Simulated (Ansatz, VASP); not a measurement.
**Re in VASP and in Ansatz**

Contents of INCAR:

```
ALGO = Fast
EDIFF = 1E-6
ENCUT = 520
GGA = CA
ISIF = 2
ISMEAR = 0
LASPH = T
LCHARG = F
LREAL = F
LWAVE = F
NBANDS = 10
NELM = 100
PREC = Accurate
SIGMA = 0.15
```

The input KPOINTS:

```
k-points
0
Gamma
  20 20 20
```

POSCAR

```
Re
1.0
    0.0000000000      1.9750000000      1.9750000000
    1.9750000000      0.0000000000      1.9750000000
    1.9750000000      1.9750000000      0.0000000000
Re
1
Direct
    0.0000000000      0.0000000000      0.0000000000
```

Input for Ansatz:

```yaml
crystal:
  lattice:
    - [0.0, 1.975, 1.975]
    - [1.975, 0.0, 1.975]
    - [1.975, 1.975, 0.0]
  atoms:
    - { symbol: Re, position: [0.0, 0.0, 0.0] }
basis:
  ecutwfc: 420
kpoints:
  mp_grid: { grid: [20, 20, 20] }
hamiltonian:
  xc: lda
scf:
  occupations: { method: gaussian, width: 0.15 }
output:
  forces: true
  stress: true
  eigenvalues: true
```

Alike in both runs: task single point; functional LDA; k mesh 20 × 20 × 20; occupations gaussian, width 0.15 eV; no spin polarisation.

|  | VASP | Ansatz |
| --- | --- | --- |
| version | VASP 6.6.1 | Ansatz 0.2.0 |
| potentials or method | VASP PAW LDA potentials, release 64 (Re), cutoff 520 eV | scalar-relativistic, plane waves, PAW |
| valence electrons in the cell | 7 | 15 |

|  | VASP | Ansatz | Ansatz less VASP |
| --- | --- | --- | --- |
| gap on the k mesh at the Fermi level (eV) | none | none | - |
| pressure (GPa) | -23.1 | -23.8 | -0.70 |

LDA's correlation is that of Perdew and Zunger in VASP and of Perdew and Wang (1992) in Ansatz. A gap of «none» marks a metal or a gap that the smearing closes. VASP's potentials hold 7 valence electrons a cell and Ansatz's 15, so a difference there can come from the potentials and not from the codes.

Spin-orbit coupling is off throughout.
